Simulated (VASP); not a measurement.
# Sc12H (a cell with a defect) in VASP: single point with PBE+D3(BJ)

Aim: the single point of Sc12H (a cell with a defect) with PBE+D3(BJ).

Everything below comes from runs of VASP 6.6.1. Logs are shortened: lines on timing, memory, paths and dates and some standing lists are left out, and cuts for length are marked.

## 1. The cell of the first run

The cell holds a defect, 13 atoms: a = 6.620 Å, b = 9.930 Å, c = 5.276 Å, α = 90.00°, β = 90.00°, γ = 120.00°.

## 2. Single point, PBE+D3(BJ)

The input, INCAR:

```
SYSTEM = Sc12H
ALGO = Normal ; EDIFF = 1E-6
ENCUT = 520 ; GGA = PE
ISIF = 2 ; ISMEAR = -1
IVDW = 12 ; LASPH = .TRUE.
LCHARG = .FALSE. ; LREAL = .FALSE.
LWAVE = .FALSE. ; NBANDS = 78
NELM = 80 ; PREC = Accurate
SIGMA = 0.1
```

The input, KPOINTS:

```
k-points
0
G
  3 2 3
  0 0 0
```

The input, POSCAR:

```
Sc12H
1.0
    6.6200000000      0.0000000000      0.0000000000
   -4.9650000000      8.5996320000      0.0000000000
    0.0000000000      0.0000000000      5.2761400000
Sc H
12 1
Direct
    0.0000000000      0.0000000000      0.0000000000
    0.1666667000      0.2222222000      0.5000000000
    0.0000000000      0.3333333000      0.0000000000
    0.1666667000      0.5555556000      0.5000000000
    0.0000000000      0.6666667000      0.0000000000
    0.1666667000      0.8888889000      0.5000000000
    0.5000000000      0.0000000000      0.0000000000
    0.6666667000      0.2222222000      0.5000000000
    0.5000000000      0.3333333000      0.0000000000
    0.6666667000      0.5555556000      0.5000000000
    0.5000000000      0.6666667000      0.0000000000
    0.6666667000      0.8888889000      0.5000000000
    0.3278406000      0.1087269000      0.7531410000
```

Potentials or basis: VASP PAW PBE potentials, release 64 (Sc_sv, H).

Launch:

```bash
cat potpaw_PBE.64/Sc_sv/POTCAR potpaw_PBE.64/H/POTCAR > POTCAR
mpirun -np 1 vasp_std > vasp.out
```

OUTCAR:

```text
SYSTEM = Sc12H
   EDIFF = 1E-6
   ENCUT = 520
   GGA = PE
   ISIF = 2
   ISMEAR = -1
   IVDW = 12
   LASPH = .TRUE.
   LREAL = .FALSE.
   NELM = 80
   PREC = Accurate
 IVDW          = 12

 ion  position               nearest neighbor table
   1  0.000  0.000  0.000-   2 3.26   2 3.26  12 3.26  12 3.26   6 3.26   6 3.26   5 3.31   3 3.31
                             9 3.31  11 3.31   7 3.31   7 3.31
   2  0.167  0.222  0.500-   1 3.26   1 3.26   9 3.26   9 3.26   3 3.26   3 3.26   6 3.31  12 3.31
                             8 3.31   8 3.31  10 3.31   4 3.31
   3  0.000  0.333  0.000-   8 3.26   8 3.26   2 3.26   2 3.26   4 3.26   4 3.26   1 3.31   7 3.31
                             9 3.31   9 3.31  11 3.31   5 3.31
   4  0.167  0.556  0.500-  11 3.26  11 3.26   5 3.26   5 3.26   3 3.26   3 3.26   6 3.31  12 3.31
                            10 3.31  10 3.31   8 3.31   2 3.31
   5  0.000  0.667  0.000-   6 3.26   6 3.26  10 3.26  10 3.26   4 3.26   4 3.26   1 3.31   7 3.31
                            11 3.31  11 3.31   9 3.31   3 3.31
   6  0.167  0.889  0.500-   5 3.26   5 3.26   7 3.26   7 3.26   1 3.26   1 3.26   4 3.31   2 3.31
                             8 3.31  10 3.31  12 3.31  12 3.31
   7  0.500  0.000  0.000-   8 3.26   8 3.26   6 3.26   6 3.26  12 3.26  12 3.26   9 3.31  11 3.31
                             3 3.31   5 3.31   1 3.31   1 3.31
   8  0.667  0.222  0.500-   7 3.26   7 3.26   3 3.26   3 3.26   9 3.26   9 3.26  12 3.31   6 3.31
                             2 3.31   2 3.31   4 3.31  10 3.31
   9  0.500  0.333  0.000-   2 3.26   2 3.26   8 3.26   8 3.26  10 3.26  10 3.26   7 3.31   1 3.31
                             3 3.31   3 3.31   5 3.31  11 3.31
  10  0.667  0.556  0.500-   5 3.26   5 3.26  11 3.26  11 3.26   9 3.26   9 3.26  12 3.31   6 3.31
                             4 3.31   4 3.31   2 3.31   8 3.31
  11  0.500  0.667  0.000-  12 3.26  12 3.26   4 3.26   4 3.26  10 3.26  10 3.26   7 3.31   1 3.31
                             5 3.31   5 3.31   3 3.31   9 3.31
  12  0.667  0.889  0.500-  11 3.26  11 3.26   1 3.26   1 3.26   7 3.26   7 3.26   8 3.31  10 3.31
                             2 3.31   4 3.31   6 3.31   6 3.31
  13  0.328  0.109  0.753-

  LATTYP: Found a simple monoclinic cell.
 ALAT       =     6.6200000000
 B/A-ratio  =     0.7970000000
 C/A-ratio  =     1.3228756170
 COS(beta)  =    -0.1889822420

  Lattice vectors:

 A1 = (   6.6200000000,   0.0000000000,   0.0000000000)
 A2 = (   0.0000000000,   0.0000000000,   5.2761400000)
 A3 = (  -1.6550000000,  -8.5996320000,   0.0000000000)

Analysis of symmetry for initial positions (statically):
=====================================================================
 Subroutine PRICEL returns:
 Original cell was already a primitive cell.

 Routine SETGRP: Setting up the symmetry group for a
[... 163 lines left out ...]
   IALGO  =     38    algorithm
   IMIX   =      4    mixing-type and parameters
     AMIX     =   0.40;   BMIX     =  1.00
     AMIX_MAG =   1.60;   BMIX_MAG =  1.00
  volume/ion in A,a.u.               =      23.11       155.92
  Fermi-wavevector in a.u.,A,eV,Ry     =   1.247788  2.357977 21.183915  1.556974
  Thomas-Fermi vector in A             =   2.381904
   LORBIT       =      0    0 simple, 1 ext, 2 COOP (PROOUT), +10 PAW based schemes
   GGA     = PE    functional components
   LHFCALC =     F    Hartree Fock is set to
   AEXX    =    0.0000 exact exchange contribution
   IVDW    =    12    specifies the selected vdW correction
   LEPSILON=     F    determine dielectric tensor
   LRPA    =     F    only Hartree local field effects (RPA)
 non-spin polarized calculation
  energy-cutoff  :      520.00
  volume of cell :      300.37
 maximum number of plane-waves:      8103
 NGX is ok and might be reduce to    50
   NGX = 25   NGY = 37   NGZ = 19

 number of electron     133.0000008 magnetization

 Free energy of the ion-electron system (eV)
  ---------------------------------------------------
  ext. energy  EPLUGINS =         0.00000000
  ---------------------------------------------------
  free energy    TOTEN  =       -79.45803531 eV

  energy without entropy =      -78.66609750  energy(sigma->0) =      -79.06206640

 E-fermi :   3.6522     XC(G=0):  -9.8624

 val. band max:        3.6325644096   @ k =   0.3333   0.0000   0.3333
 cond. band min:       3.6524547287   @ k =  -0.3333  -0.0000   0.3333
 fundamental gap:      0.0198903191
 Fermi energy:         3.6521501571

 k-point     1 :       0.0000    0.0000    0.0000
  band No.  band energies     occupation
      1     -45.8119      2.00000
      2     -45.7792      2.00000
      3     -45.7723      2.00000
      4     -45.7627      2.00000
      5     -45.7593      2.00000
      6     -45.7519      2.00000
[... 799 lines left out ...]
     77       4.6036      0.00015
     78       4.6724      0.00007

------------------------ aborting loop because EDIFF is reached ----------------------------------------

 Edisp (eV)   -4.71047

 E8    (eV) :    -2.2636

  FORCE on cell =-STRESS in cart. coord.  units (eV):
  Direction    XX          YY          ZZ          XY          YZ          ZX
  --------------------------------------------------------------------------------------
  -------------------------------------------------------------------------------------
  Total      -5.23129    -5.22857    -7.64367     0.01675    -0.00359     0.00874
  in kB     -27.90392   -27.88939   -40.77167     0.08936    -0.01913     0.04661
  external pressure =      -32.19 kB  Pullay stress =        0.00 kB

 VOLUME and BASIS-vectors are now :
 -----------------------------------------------------------------------------
  energy-cutoff  :      520.00
  volume of cell :      300.37
      direct lattice vectors                 reciprocal lattice vectors
     6.620000000  0.000000000  0.000000000     0.151057402  0.087213034  0.000000000
    -4.965000000  8.599632000  0.000000000     0.000000000  0.116284046  0.000000000
     0.000000000  0.000000000  5.276140000     0.000000000  0.000000000  0.189532499

 POSITION                                       TOTAL-FORCE (eV/Angst)
 -----------------------------------------------------------------------------------
      0.00000      0.00000      0.00000         0.041265      0.018632     -0.007723
      0.00000      1.91103      2.63807         0.040500     -0.024184      0.016820
     -1.65500      2.86654      0.00000        -0.004681     -0.005088     -0.042044
     -1.65500      4.77757      2.63807        -0.002929     -0.004449     -0.020674
     -3.31000      5.73309      0.00000        -0.002998      0.002238     -0.016431
     -3.31000      7.64412      2.63807        -0.003172      0.048176      0.026970
      3.31000      0.00000      0.00000        -0.051905      0.019158     -0.005712
      3.31000      1.91103      2.63807        -0.047752     -0.026785      0.014934
      1.65500      2.86654      0.00000        -0.005378     -0.056747     -0.013915
      1.65500      4.77757      2.63807         0.002792     -0.006658      0.018292
     -0.00000      5.73309      0.00000         0.002822      0.002280      0.019960
      0.00000      7.64412      2.63807        -0.006610      0.001590      0.044780
      1.63048      0.93501      3.97368         0.038045      0.031836     -0.035256
 -----------------------------------------------------------------------------------
    total drift:                               -0.000112     -0.000110      0.000019

  FREE ENERGIE OF THE ION-ELECTRON SYSTEM (eV)
  ---------------------------------------------------
  free  energy   TOTEN  =       -84.1685055272 eV

  energy  without entropy=      -83.3765677168  energy(sigma->0) =      -83.77253662
```

OSZICAR:

```text
N       E                     dE             d eps       ncg     rms          rms(c)
DAV:   1     0.311654969993E+04    0.31165E+04   -0.56623E+04  1568   0.180E+03
DAV:   2     0.181186583934E+03   -0.29354E+04   -0.29113E+04  2296   0.866E+02
[... 10 lines left out ...]
DAV:  13    -0.794580590863E+02   -0.11426E-04   -0.49723E-04  2152   0.156E-01    0.399E-02
DAV:  14    -0.794580332690E+02    0.25817E-04   -0.23512E-04  2056   0.115E-01    0.155E-02
DAV:  15    -0.794580370969E+02   -0.38279E-05   -0.62036E-05  2144   0.565E-02    0.944E-03
DAV:  16    -0.794580379171E+02   -0.82024E-06   -0.20632E-05  2048   0.333E-02    0.492E-03
DAV:  17    -0.794580362476E+02    0.16696E-05   -0.59097E-06  1224   0.151E-02    0.264E-03
DAV:  18    -0.794580352029E+02    0.10447E-05   -0.37278E-06  1200   0.112E-02    0.870E-04
DAV:  19    -0.794580353091E+02   -0.10619E-06   -0.27142E-06  1200   0.676E-03
   1 F= -.84168506E+02 E0= -.83772537E+02  d E =-.791938E+00
```

It took 9.1 min on 1 thread of Intel Xeon Platinum 8375C at 2.90GHz (Ice Lake), shared host; peak memory 0.44 GiB.

Results:

```yaml
Free_energy: -84.1685 eV
Pressure: -3.2 GPa
Largest_force: 0.061 eV/Å
Band_gap_on_the_k_mesh: zero (an odd number of electrons rules out a gap without spin polarisation)
Dispersion_energy_per_atom: -0.362 eV
```

Forces in eV/Å, atoms in the order of the input:
```
Sc   0.041  0.019 -0.008
Sc   0.041 -0.024  0.017
Sc  -0.005 -0.005 -0.042
Sc  -0.003 -0.004 -0.021
Sc  -0.003  0.002 -0.016
Sc  -0.003  0.048  0.027
Sc  -0.052  0.019 -0.006
Sc  -0.048 -0.027  0.015
Sc  -0.005 -0.057 -0.014
Sc   0.003 -0.007  0.018
Sc   0.003  0.002  0.020
Sc  -0.007  0.002  0.045
H    0.038  0.032 -0.035
```

Stress tensor (GPa, compression positive):
```
-2.79  0.01  0.00
 0.01 -2.79  0.00
 0.00  0.00 -4.08
```

Caveat: the k points lie up to 0.40 Å⁻¹ apart, too coarse for converged energies and pressures of a metal.
